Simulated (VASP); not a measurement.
A run of VASP 6.6.1 is set up as follows.

INCAR

```
SYSTEM = NiO2
PREC = Accurate ; ENCUT = 520
EDIFF = 1E-7 ; ISMEAR = 0
SIGMA = 0.05 ; LREAL = .False.
LASPH = .True. ; NELM = 80
ALGO = Normal ; ISIF = 2
LWAVE = .False. ; LCHARG = .False.
GGA = PS ; NBANDS = 18
```

KPOINTS

```
regular mesh
0
Gamma
  12 12 6
  0 0 0
```

File POSCAR:

```
NiO2
1.0
    2.8221285779      0.0000000000      0.0000000000
   -1.4110642890      2.4440350412      0.0000000000
    0.0000000000      0.0000000000      4.8391038725
Ni O
1 2
Direct
    0.0000000000      0.0000000000      0.5000000000
    0.6666666667      0.3333333333      0.6876599244
    0.3333333333      0.6666666667      0.3123400756
```

Potentials or basis: VASP PAW PBE potentials, release 64 (Ni, O).

Launch:

```bash
$ cat potpaw_PBE.64/Ni/POTCAR potpaw_PBE.64/O/POTCAR > POTCAR
$ mpirun -np 1 vasp_std > vasp.out
```

Predict the pressure.

-1.7 GPa.

What does it give for the largest force?

0.198 eV/Å.

Forces in eV/Å, atoms in the order of the input:
```
Ni   0.000  0.000  0.000
O    0.000  0.000  0.198
O    0.000  0.000 -0.198
```

Caveat: the PAW data sets were made with another functional, which shifts forces and pressure a little. Spin polarisation is off, so any magnetic state and its effect on volume and gap are missing.
